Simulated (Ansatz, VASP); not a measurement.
**B: VASP beside Ansatz**

```xyz
1
Lattice="0.0000 1.4648 1.4648 1.4648 0.0000 1.4648 1.4648 1.4648 0.0000" Properties=species:S:1:pos:R:3 pbc="T T T"
B     0.0000    0.0000    0.0000
```

Alike in both runs: task single point; functional r2SCAN; k mesh 21 × 21 × 21; occupations fermi-dirac, width 0.1 eV; no spin polarisation.

```csv
,VASP,Ansatz
version,VASP 6.6.1,Ansatz 0.2.0
potentials or method,"VASP PAW PBE potentials, release 64 (B), cutoff 520 eV","plane waves (500 eV) with PAW, scalar-relativistic"
valence electrons in the cell,3,3
```

```tsv
	VASP	Ansatz	Ansatz less VASP
pressure (GPa)	-18.9	-18.6	+0.29
```

VASP's potentials were made for PBE, not for r2SCAN.
